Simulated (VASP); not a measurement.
# SrO (P6_3/mmc) in VASP: further runs

SrO is run at these levels: LDA; tasks: single point, relaxation of cell and atoms.

Everything below comes from runs of VASP 6.6.1. Logs are shortened: lines on timing, memory, paths and dates and some standing lists are left out, and cuts for length are marked.

## Step 1: The cell of the first run

Symmetry: P6_3/mmc, No. 194, hexagonal system. The conventional cell has a = 3.478 Å, b = 3.478 Å, c = 6.086 Å, α = 90.00°, β = 90.00°, γ = 120.00°. Within 3.3 Å of Sr (site symmetry -6m2) lie 6 O at 2.52 Å. Within 3.3 Å of O (site symmetry -3m) lie 6 Sr at 2.52 Å and 2 O at 3.04 Å.

## Step 2: Single point, LDA

File INCAR:

```
SYSTEM = SrO
PREC = Accurate
ENCUT = 520
EDIFF = 1E-7
ISMEAR = 0
SIGMA = 0.02
LREAL = .FALSE.
LASPH = .TRUE.
NELM = 60
ALGO = Normal
ISIF = 2
LWAVE = .FALSE.
LCHARG = .FALSE.
NBANDS = 24
```

File KPOINTS:

```
Automatic mesh
0
G
  9 9 4
  0 0 0
```

File POSCAR:

```
SrO
1.0
    3.4778728134      0.0000000000      0.0000000000
   -1.7389364067      3.0119262075      0.0000000000
    0.0000000000      0.0000000000      6.0863146946
Sr O
2 2
Direct
    0.3333333333      0.6666666667      0.2500000000
    0.6666666667      0.3333333333      0.7500000000
    0.0000000000      0.0000000000      0.0000000000
    0.0000000000      0.0000000000      0.5000000000
```

Potentials or basis: VASP PAW LDA potentials, release 64 (Sr_sv, O).

Run with:

```
$ cat potpaw_LDA.64/Sr_sv/POTCAR potpaw_LDA.64/O/POTCAR > POTCAR
$ mpirun -np 1 vasp_std > vasp.out
```

OUTCAR:

```text
SYSTEM = SrO
   PREC = Accurate
   ENCUT = 520
   EDIFF = 1E-7
   ISMEAR = 0
   LREAL = .FALSE.
   LASPH = .TRUE.
   NELM = 60
   ISIF = 2

 ion  position               nearest neighbor table
   1  0.333  0.667  0.250-   3 2.52   4 2.52   3 2.52   4 2.52   3 2.52   4 2.52   2 3.65   2 3.65
                             2 3.65   2 3.65   2 3.65   2 3.65   2 5.04   2 5.04   2 5.04   2 5.04
   2  0.667  0.333  0.750-   3 2.52   4 2.52   3 2.52   4 2.52   3 2.52   4 2.52   1 3.65   1 3.65
                             1 3.65   1 3.65   1 3.65   1 3.65   1 5.04   1 5.04   1 5.04   1 5.04
   3  0.000  0.000  0.000-   1 2.52   2 2.52   1 2.52   2 2.52   2 2.52   1 2.52
   4  0.000  0.000  0.500-   1 2.52   2 2.52   1 2.52   2 2.52   2 2.52   1 2.52

  LATTYP: Found a hexagonal cell.
 ALAT       =     3.4778728134
 C/A-ratio  =     1.7500107167

  Lattice vectors:

 A1 = (   3.4778728134,   0.0000000000,   0.0000000000)
 A2 = (  -1.7389364067,   3.0119262075,   0.0000000000)
 A3 = (   0.0000000000,   0.0000000000,   6.0863146946)

Analysis of symmetry for initial positions (statically):
=====================================================================
 Subroutine PRICEL returns:
 Original cell was already a primitive cell.

 Routine SETGRP: Setting up the symmetry group for a
 hexagonal supercell.

 Subroutine GETGRP returns: Found 24 space group operations
 (whereof 12 operations were pure point group operations)
 out of a pool of 24 trial point group operations.

The static configuration has the point symmetry D_3d.
 The point group associated with its full space group is D_6h.

Analysis of symmetry for dynamics (positions and initial velocities):
=====================================================================
 Subroutine PRICEL returns:
 Original cell was already a primitive cell.

 Routine SETGRP: Setting up the symmetry group for a
 hexagonal supercell.

 Subroutine GETGRP returns: Found 24 space group operations
 (whereof 12 operations were pure point group operations)
 out of a pool of 24 trial point group operations.

The dynamic configuration has the point symmetry D_3d.
 The point group associated with its full space group is D_6h.

 Subroutine INISYM returns: Found 24 space group operations
 (whereof 12 operations are pure point group operations),
 and found     1 'primitive' translations

----------------------------------------------------------------------------------------

                                     Primitive cell

  volume of cell :      63.7547

  direct lattice vectors                    reciprocal lattice vectors
     3.477872813  0.000000000  0.000000000     0.287532079  0.166006723  0.000000000
    -1.738936407  3.011926208  0.000000000     0.000000000  0.332013446  0.000000000
     0.000000000  0.000000000  6.086314695     0.000000000  0.000000000  0.164303039

  length of vectors
     3.477872813  3.477872813  6.086314695     0.332013446  0.332013446  0.164303039

  position of ions in fractional coordinates (direct lattice)
     0.333333333  0.666666667  0.250000000
     0.666666667  0.333333333  0.750000000
     0.000000000  0.000000000  0.000000000
     0.000000000  0.000000000  0.500000000

  ion indices of the primitive-cell ions
   primitive index   ion index
                 1           1
                 2           2
                 3           3
                 4           4

----------------------------------------------------------------------------------------

 KPOINTS: Automatic mesh

Automatic generation of k-mesh.
 Grid dimensions read from file:
 generate k-points for:    9    9    4

 Generating k-lattice:

  Cartesian coordinates                     Fractional coordinates (reciprocal lattice)
     0.031948009  0.018445191  0.000000000     0.111111111  0.000000000  0.000000000
     0.000000000  0.036890383  0.000000000     0.000000000  0.111111111  0.000000000
     0.000000000  0.000000000  0.041075760     0.000000000  0.000000000  0.250000000

  Length of vectors
     0.036890383  0.036890383  0.041075760

  Shift w.r.t. Gamma in fractional coordinates (k-lattice)
     0.000000000  0.000000000  0.000000000

 Subroutine IBZKPT returns following result:
 ===========================================

 Found     36 irreducible k-points:

 Following reciprocal coordinates:
            Coordinates               Weight
  0.000000  0.000000  0.000000      1.000000
  0.111111 -0.000000  0.000000      6.000000
  0.222222 -0.000000  0.000000      6.000000
  0.333333  0.000000  0.000000      6.000000
  0.444444 -0.000000  0.000000      6.000000
  0.111111  0.111111  0.000000      6.000000
[... 16 lines left out ...]
  0.333333  0.222222  0.250000     24.000000
  0.333333  0.333333  0.250000      4.000000
 [... further k-points ...]
   k-points           NKPTS =     36   k-points in BZ     NKDIM =     36   number of bands    NBANDS=     24
   number of dos      NEDOS =    301   number of ions     NIONS =      4
   total plane-waves  NPLWV =  37632
   dimension x,y,z NGX =    28 NGY =   28 NGZ =   48
   dimension x,y,z NGXF=    56 NGYF=   56 NGZF=   96
   ions per type =               2   2
   NGX,Y,Z   is equivalent  to a cutoff of  13.38, 13.38, 13.11 a.u.
   NGXF,Y,Z  is equivalent  to a cutoff of  26.77, 26.77, 26.22 a.u.
 SYSTEM =  SrO
   PREC   = accura    normal or accurate (medium, high low for compatibility)
   ISTART =      0    job   : 0-new  1-cont  2-samecut
   ICHARG =      2    charge: 1-file 2-atom 10-const
   ISPIN  =      1    spin polarized calculation?
   LNONCOLLINEAR =      F non collinear calculations
   LSORBIT =      F    spin-orbit coupling
   LASPH  =      T    aspherical Exc in radial PAW
   ENCUT  =  520.0 eV  38.22 Ry    6.18 a.u.   6.47  6.47 11.32*2*pi/ulx,y,z
   NELM   =     60;   NELMIN=  2; NELMDL= -5     # of ELM steps
   EDIFF  = 0.1E-06   stopping-criterion for ELM
   LREAL  =      F    real-space projection
   EDIFFG = 0.1E-05   stopping-criterion for IOM
   NSW    =      0    number of steps for IOM
   IBRION =     -1    ionic relax: 0-MD 1-quasi-New 2-CG
   NFREE  =      0    steps in history (QN), initial steepest desc. (CG)
   ISIF   =      2    stress and relaxation
   ISYM   =      2    0-nonsym 1-usesym 2-fastsym
   POTIM  = 0.5000    time-step for ionic-motion
   TEBEG  =    0.0;   TEEND  =   0.0 temperature during run
   PSTRESS=    0.0 pullay stress
   NELECT =      32.0000    total number of electrons
   NUPDOWN=      -1.0000    fix difference up-down
   EMIN   =  10.00;   EMAX   =-10.00  energy-range for DOS
   EFERMI =   0.00;   METHOD = LEGACY
   ISMEAR =     0;   SIGMA  =   0.02  broadening in eV -4-tet -1-fermi 0-gaus
   EFERMI_NEDOS =   21; number of points for ismear=-14 and -15
   IALGO  =     38    algorithm
   IMIX   =      4    mixing-type and parameters
     AMIX     =   0.40;   BMIX     =  1.00
     AMIX_MAG =   1.60;   BMIX_MAG =  1.00
  volume/ion in A,a.u.               =      15.94       107.56
  Fermi-wavevector in a.u.,A,eV,Ry     =   1.301030  2.458590 23.030301  1.692679
  Thomas-Fermi vector in A             =   2.432190
   LORBIT       =      0    0 simple, 1 ext, 2 COOP (PROOUT), +10 PAW based schemes
   GGA     = CA    functional components
   LHFCALC =     F    Hartree Fock is set to
   AEXX    =    0.0000 exact exchange contribution
   IVDW    =     0    specifies the selected vdW correction
   LEPSILON=     F    determine dielectric tensor
   LRPA    =     F    only Hartree local field effects (RPA)
 non-spin polarized calculation
 Gauss-broadening in eV      SIGMA  =   0.02
  energy-cutoff  :      520.00
  volume of cell :       63.75
 maximum number of plane-waves:      1762
 NGX is ok and might be reduce to    28
   NGX = 13   NGY = 13   NGZ = 23

 number of electron      32.0000005 magnetization

 Free energy of the ion-electron system (eV)
  ---------------------------------------------------
  ext. energy  EPLUGINS =         0.00000000
  ---------------------------------------------------
  free energy    TOTEN  =       -26.46742007 eV

  energy without entropy =      -26.46742007  energy(sigma->0) =      -26.46742007

 E-fermi :   2.3585     XC(G=0): -10.8265

 val. band max:        2.2512723907   @ k =   0.0000   0.0000   0.0000
 cond. band min:       5.1723910721   @ k =   0.4444  -0.0000   0.0000
 fundamental gap:      2.9211186814
 Fermi energy:         2.3584731880

 k-point     1 :       0.0000    0.0000    0.0000
  band No.  band energies     occupation
      1     -30.2747      2.00000
      2     -30.1236      2.00000
      3     -14.8902      2.00000
      4     -13.1087      2.00000
      5     -11.9510      2.00000
      6     -11.9510      2.00000
[... 16 lines left out ...]
     23       9.7387      0.00000
     24      10.7799      0.00000

 k-point     2 :       0.1111   -0.0000    0.0000
  band No.  band energies     occupation
      1     -30.2527      2.00000
      2     -30.1102      2.00000
      3     -14.7816      2.00000
      4     -13.4266      2.00000
      5     -12.0998      2.00000
      6     -12.0099      2.00000
[... 16 lines left out ...]
     23       9.9729      0.00000
     24      10.4623      0.00000

 k-point     3 :       0.2222   -0.0000    0.0000
  band No.  band energies     occupation
      1     -30.1954      2.00000
      2     -30.0772      2.00000
      3     -14.4668      2.00000
      4     -13.9880      2.00000
      5     -12.4434      2.00000
      6     -12.1289      2.00000
[... 16 lines left out ...]
     23      10.4771      0.00000
     24      10.5730      0.00000
[... 514 lines left out ...]
 k-point    23 :       0.3333    0.2222    0.2500
  band No.  band energies     occupation
      1     -30.0454      2.00000
      2     -30.0236      2.00000
      3     -14.6215      2.00000
      4     -13.7175      2.00000
      5     -12.7088      2.00000
      6     -12.6174      2.00000
[... 16 lines left out ...]
     23      11.8970      0.00000
     24      12.3362      0.00000

 k-point    24 :       0.3333    0.3333    0.2500
  band No.  band energies     occupation
      1     -30.0253      2.00000
      2     -30.0253      2.00000
      3     -14.6278      2.00000
      4     -13.5770      2.00000
      5     -12.8323      2.00000
      6     -12.8323      2.00000
[... 16 lines left out ...]
     23      12.3500      0.00000
     24      12.3500      0.00000

 [... further k-points ...]

------------------------ aborting loop because EDIFF is reached ----------------------------------------

  FORCE on cell =-STRESS in cart. coord.  units (eV):
  Direction    XX          YY          ZZ          XY          YZ          ZX
  --------------------------------------------------------------------------------------
  -------------------------------------------------------------------------------------
  Total        0.3443885      0.3443885      0.3538769      0.0000000      0.0000000      0.0000000
  in kB        8.6545955      8.6545955      8.8930432      0.0000000      0.0000000      0.0000000
  external PRESSURE =       8.7340781 kB  Pullay stress =       0.0000000 kB

 VOLUME and BASIS-vectors are now :
 -----------------------------------------------------------------------------
  energy-cutoff  :      520.00
  volume of cell :       63.75
      direct lattice vectors                 reciprocal lattice vectors
     3.477872813  0.000000000  0.000000000     0.287532079  0.166006723  0.000000000
    -1.738936407  3.011926208  0.000000000     0.000000000  0.332013446  0.000000000
     0.000000000  0.000000000  6.086314695     0.000000000  0.000000000  0.164303039

 POSITION                                       TOTAL-FORCE (eV/Angst)
 -----------------------------------------------------------------------------------
     -0.00000      2.00795      1.52158         0.000000     -0.000000      0.000000
      1.73894      1.00398      4.56474        -0.000000      0.000000      0.000000
      0.00000      0.00000      0.00000        -0.000000      0.000000     -0.000000
      0.00000      0.00000      3.04316        -0.000000      0.000000     -0.000000
 -----------------------------------------------------------------------------------
    total drift:                               -0.000000      0.000000     -0.000000

  FREE ENERGIE OF THE ION-ELECTRON SYSTEM (eV)
  ---------------------------------------------------
  free  energy   TOTEN  =       -26.4674200678 eV

  energy  without entropy=      -26.4674200678  energy(sigma->0) =      -26.46742007
```

Run time: 85 s. Hardware: 1 thread of Intel Xeon 8259CL, shared host; peak memory 0.19 GiB.

Results:

```yaml
Free_energy: -26.4674 eV
Pressure: 0.9 GPa
Band_gap_on_the_k_mesh: 2.92 eV (least direct gap 3.18 eV)
```

A k mesh can miss the band edges.

(Part 1 of 2 ends here.)
